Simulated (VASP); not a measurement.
AlN, 2 atoms in the cell. It takes space group F-43m (No. 216, cubic). The conventional cell has a = 4.403 Å, b = 4.403 Å, c = 4.403 Å, α = 90.00°, β = 90.00°, γ = 90.00°. Al (site symmetry -43m) has 4 N at 1.91 Å within 2.5 Å. N (site symmetry -43m) has 4 Al at 1.91 Å within 2.5 Å. 

```yaml
Program: VASP 6.6.1
Task: single point
Functional: PBE
Potentials_or_basis: VASP PAW PBE potentials, release 64 (Al, N)
Cutoff: 520 eV
k_mesh: 10 × 10 × 10
Occupations: gaussian, width 0.02 eV
Spin: no spin polarisation
Dipole_correction: no
Further_INCAR_settings: ALGO = Normal; EDIFF = 1e-06; NBANDS = 11
```

Potentials or basis: VASP PAW PBE potentials, release 64 (Al, N).

Launch:

```console
$ cat potpaw_PBE.64/Al/POTCAR potpaw_PBE.64/N/POTCAR > POTCAR
$ mpirun -np 1 vasp_std > vasp.out
```

Hardware: 1 thread of AMD EPYC 7R13 (shared host).

Q: How long does it take, and how much memory?

A: Wall time 14 s on 1 thread of AMD EPYC 7R13, with other jobs on the host, peak memory 0.11 GiB. Counts: scf iterations 12, k points 47.
